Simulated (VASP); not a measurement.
# Cr (Im-3m) in VASP: notebook, part 2 of 2

VASP 6.6.1.

## 3. Single point, PBE, collinear spin, ferromagnetic start

Contents of INCAR:

```
SYSTEM = Cr
PREC = Accurate ; ENCUT = 520
EDIFF = 1E-6 ; ISMEAR = -1
SIGMA = 0.1 ; LREAL = .False.
LASPH = .True. ; NELM = 150
ALGO = Normal ; ISIF = 2
LWAVE = .False. ; LCHARG = .False.
ISPIN = 2 ; MAGMOM = 1.5
LORBIT = 11 ; LMAXMIX = 4
GGA = PE ; NBANDS = 16
```

Contents of KPOINTS:

```
regular mesh
0
Gamma
  8 8 8
  0 0 0
```

Contents of POSCAR:

```
Cr
1.0
   -1.4240148693      1.4240148693      1.4240148693
    1.4240148693     -1.4240148693      1.4240148693
    1.4240148693      1.4240148693     -1.4240148693
Cr
1
Direct
    0.0000000000      0.0000000000      0.0000000000
```

Potentials or basis: VASP PAW PBE potentials, release 64 (Cr_pv).

Launch:

```bash
cat potpaw_PBE.64/Cr_pv/POTCAR > POTCAR
mpirun -np 1 vasp_std > vasp.out
```

OUTCAR:

```text
SYSTEM = Cr
   PREC = Accurate
   ENCUT = 520
   EDIFF = 1E-6
   ISMEAR = -1
   LREAL = .False.
   LASPH = .True.
   NELM = 150
   ISIF = 2
   ISPIN = 2
   LORBIT = 11
   GGA = PE

 ion  position               nearest neighbor table
   1  0.000  0.000  0.000-

  LATTYP: Found a body centered cubic cell.
 ALAT       =     2.8480297386

  Lattice vectors:

 A1 = (  -1.4240148693,   1.4240148693,   1.4240148693)
 A2 = (   1.4240148693,  -1.4240148693,   1.4240148693)
 A3 = (   1.4240148693,   1.4240148693,  -1.4240148693)

Analysis of symmetry for initial positions (statically):
=====================================================================
 Subroutine PRICEL returns:
 Original cell was already a primitive cell.

 Routine SETGRP: Setting up the symmetry group for a
 body centered cubic supercell.

 Subroutine GETGRP returns: Found 48 space group operations
 (whereof 48 operations were pure point group operations)
 out of a pool of 48 trial point group operations.

The static configuration has the point symmetry O_h .

Analysis of symmetry for dynamics (positions and initial velocities):
=====================================================================
[... 187 lines left out ...]
      6      10.0440      0.99962
[... 435 lines left out ...]
      5       8.2456      1.00000
      6      10.5617      0.93719
[... 8 lines left out ...]
     15      43.1149      0.00000
     16      43.2765      0.00000

 [... further k-points ...]

 spin component 2

 k-point     1 :       0.0000    0.0000    0.0000
  band No.  band energies     occupation
      1     -31.7778      1.00000
      2     -31.7778      1.00000
      3     -31.7778      1.00000
      4       3.1153      1.00000
      5      10.0440      0.99962
      6      10.0440      0.99962
[... 435 lines left out ...]
      5       8.2456      1.00000
      6      10.5617      0.93720
[... 8 lines left out ...]
     15      43.1148      0.00000
     16      43.2765      0.00000

 [... further k-points ...]
[... 5 lines left out ...]
  --------------------------------------------------------------------------------------
  -------------------------------------------------------------------------------------
  Total        0.0093709      0.0093709      0.0093709     -0.0000000      0.0000000      0.0000000
  in kB        1.2998418      1.2998418      1.2998418     -0.0000000      0.0000000      0.0000000
  external PRESSURE =       1.2998418 kB  Pullay stress =       0.0000000 kB

 VOLUME and BASIS-vectors are now :
 -----------------------------------------------------------------------------
  energy-cutoff  :      520.00
  volume of cell :       11.55
      direct lattice vectors                 reciprocal lattice vectors
    -1.424014869  1.424014869  1.424014869     0.000000000  0.351119929  0.351119929
     1.424014869 -1.424014869  1.424014869     0.351119929  0.000000000  0.351119929
     1.424014869  1.424014869 -1.424014869     0.351119929  0.351119929  0.000000000

 POSITION                                       TOTAL-FORCE (eV/Angst)
 -----------------------------------------------------------------------------------
      0.00000      0.00000      0.00000         0.000000     -0.000000      0.000000
 -----------------------------------------------------------------------------------
    total drift:                                0.000000      0.000000      0.000000

  FREE ENERGIE OF THE ION-ELECTRON SYSTEM (eV)
  ---------------------------------------------------
  free  energy   TOTEN  =        -9.5207131406 eV

  energy  without entropy=       -9.5000059284  energy(sigma->0) =       -9.51035953

 total charge

# of ion       s       p       d       tot
------------------------------------------
    1        0.441   6.412   4.202  11.056

 magnetization (x)

# of ion       s       p       d       tot
------------------------------------------
    1        0.000  -0.000   0.000  -0.000
```

OSZICAR:

```text
N       E                     dE             d eps       ncg     rms          rms(c)
DAV:   1     0.821058842298E+02    0.82106E+02   -0.63234E+03  1920   0.880E+02
DAV:   2    -0.927430599362E+01   -0.91380E+02   -0.86914E+02  2072   0.250E+02
DAV:   3    -0.108106991836E+02   -0.15364E+01   -0.15345E+01  2152   0.354E+01
DAV:   4    -0.108159486458E+02   -0.52495E-02   -0.52494E-02  2112   0.205E+00
DAV:   5    -0.108159850276E+02   -0.36382E-04   -0.36383E-04  2192   0.153E-01    0.147E+01
DAV:   6    -0.952945418356E+01    0.12865E+01   -0.20358E+00  1936   0.263E+01    0.281E+00
DAV:   7    -0.952867558158E+01    0.77860E-03   -0.62793E-02  1960   0.222E+00    0.159E+00
DAV:   8    -0.952336774743E+01    0.53078E-02   -0.28962E-03  2032   0.593E-01    0.917E-01
DAV:   9    -0.952059514095E+01    0.27726E-02   -0.11037E-03  2016   0.401E-01    0.161E-01
DAV:  10    -0.952071600684E+01   -0.12087E-03   -0.16209E-04  2048   0.113E-01    0.406E-02
DAV:  11    -0.952071790904E+01   -0.19022E-05   -0.58693E-06  2224   0.199E-02    0.205E-02
DAV:  12    -0.952071325751E+01    0.46515E-05   -0.79826E-07  1632   0.721E-03    0.262E-03
DAV:  13    -0.952071314057E+01    0.11694E-06   -0.27128E-07   992   0.405E-03
   1 F= -.95207131E+01 E0= -.95103595E+01  d E =-.207072E-01  mag=     0.0000
```

stdout:

```text
POSCAR found type information on POSCAR Cr
 POSCAR found :  1 types and       1 ions
 scaLAPACK will be used
 LDA part: xc-table for (Slater+PW92), standard interpolation
 POSCAR, INCAR and KPOINTS ok, starting setup
 FFT: planning ... GRIDC
 FFT: planning ... GRID_SOFT
 FFT: planning ... GRID
 WAVECAR not read
 entering main loop
```

Run time: 7.7 s. Hardware: 1 thread of Intel Xeon 6975P-C, shared host; peak memory 0.12 GiB.

What came out:

```
Free energy                                           : -9.5207 eV
Pressure                                              : 0.1 GPa
Band gap on the k mesh                                : zero (filled and empty bands overlap)
Net moment                                            : 0.00 μB per cell
Valence electrons inside the program's atomic spheres : Cr 11.06
```

Levels at points of the mesh, in eV from the Fermi level:
Spin up:
```
           k point  band 2  band 3  band 4  band 5  band 6  band 7  band 8  band 9  band 10  band 11
(0.00, 0.00, 0.00)  -42.61  -42.61   -7.72   -0.79   -0.79   -0.79    1.26    1.26     7.21    22.44
(0.50, 0.00, 0.00)  -42.90  -42.62   -4.30   -2.33    1.26    1.26    1.60    2.95     7.20    10.05
(0.50, 0.50, 0.50)  -43.24  -43.24   -4.18   -4.18    2.56    2.56    2.56    7.21    10.75    10.75
```
Spin down:
| k point | band 4 | band 5 | band 6 | band 7 | band 8 | band 9 |
| --- | --- | --- | --- | --- | --- | --- |
| (0.00, 0.00, 0.00) | -7.72 | -0.79 | -0.79 | -0.79 | 1.26 | 1.26 |
| (0.50, 0.00, 0.00) | -4.30 | -2.33 | 1.26 | 1.26 | 1.60 | 2.95 |
| (0.50, 0.50, 0.50) | -4.18 | -4.18 | 2.56 | 2.56 | 2.56 | 7.21 |

Caveat: the k points lie up to 0.39 Å⁻¹ apart; the starting moments collapsed, and a magnetic state may lie lower.

## 4. Single point, PBE

Contents of INCAR:

```
PREC = Accurate ; ENCUT = 520
EDIFF = 1E-6 ; ISMEAR = 1
SIGMA = 0.1 ; LREAL = False
LASPH = True ; NELM = 80
ALGO = Normal ; ISIF = 2
LWAVE = False ; LCHARG = False
GGA = PE ; NBANDS = 12
```

Contents of KPOINTS:

```
Automatic mesh
0
Gamma
  15 15 15
```

Contents of POSCAR:

```
Cr
1.0
   -1.4243177237      1.4243177237      1.4243177237
    1.4243177237     -1.4243177237      1.4243177237
    1.4243177237      1.4243177237     -1.4243177237
Cr
1
Direct
    0.0000000000      0.0000000000      0.0000000000
```

Launch:

```bash
cat potpaw_PBE.64/Cr_pv/POTCAR > POTCAR
mpirun -np 1 vasp_std > vasp.out
```

It took 8.1 s on 1 thread of Intel Xeon 6975P-C, shared host; peak memory 0.13 GiB.

It converged, with:

* Free energy: -9.5093 eV
* Pressure: -0.8 GPa
* Band gap on the k mesh: zero (band 6 reaches 13.29 eV, above the bottom of band 7 at 10.07 eV)

Levels at points of the mesh, in eV from the Fermi level:
```
           k point  band 4  band 5  band 6  band 7  band 8  band 9
(0.00, 0.00, 0.00)   -7.87   -0.91   -0.91   -0.91    1.14    1.14
```

Caveat: the run has no spin polarisation, though such a crystal can be magnetic. Spin polarisation is off, so any magnetic state and its effect on volume and gap are missing.

## 5. Single point, PBE

Contents of INCAR:

```
ALGO     = Normal         # electronic algorithm
EDIFF    = 1E-6           # SCF threshold, eV
ENCUT    = 520            # plane-wave cutoff, eV
GGA      = PE             # functional
ISIF     = 2              # what is computed and relaxed
ISMEAR   = 1              # smearing method
LASPH    = True           # aspherical terms in the spheres
LCHARG   = False          # write CHGCAR
LREAL    = False          # projectors in reciprocal space
LWAVE    = False          # write WAVECAR
NBANDS   = 12             # bands
NELM     = 80             # most SCF steps
PREC     = Accurate       # precision mode
SIGMA    = 0.2            # smearing width, eV
```

Contents of KPOINTS:

```
k-points
0
Gamma
  15 15 15
```

POSCAR is that of step 4.

Launch:

```bash
cat potpaw_PBE.64/Cr_pv/POTCAR > POTCAR
mpirun -np 1 vasp_std > vasp.out
```

Wall time 9.1 s (1 thread of Intel Xeon 6975P-C, shared host); peak memory 0.13 GiB.

Results (log left out):

| Quantity | Value |
| --- | --- |
| Free energy | -9.5104 eV |
| Pressure | -0.7 GPa |
| Band gap on the k mesh | zero (band 6 reaches 13.29 eV, above the bottom of band 7 at 10.06 eV) |

Levels at points of the mesh, in eV from the Fermi level:
| k point | band 4 | band 5 | band 6 | band 7 | band 8 | band 9 |
| --- | --- | --- | --- | --- | --- | --- |
| (0.00, 0.00, 0.00) | -7.86 | -0.91 | -0.91 | -0.91 | 1.14 | 1.14 |

Caveat: the run has no spin polarisation, though such a crystal can be magnetic. Spin polarisation is off, so any magnetic state and its effect on volume and gap are missing.

## 6. Overview

```tsv
smearing	gap on the mesh (eV)	pressure (GPa)
methfessel-paxton 0.03 eV	none	-0.9
methfessel-paxton 0.1 eV	none	-0.8
methfessel-paxton 0.2 eV	none	-0.7
```

Alike in all rows: task single point; level PBE; potentials or basis VASP PAW PBE potentials, release 64 (Cr_pv); no spin polarisation; cell as given; k mesh 15 × 15 × 15; cutoff (eV) 520.

Every run on the cell as given and a fine mesh finds a metal.

Caveats: the run has no spin polarisation, though such a crystal can be magnetic.

Total energies depend on the potentials used, so only differences within one code and one set of settings carry meaning.
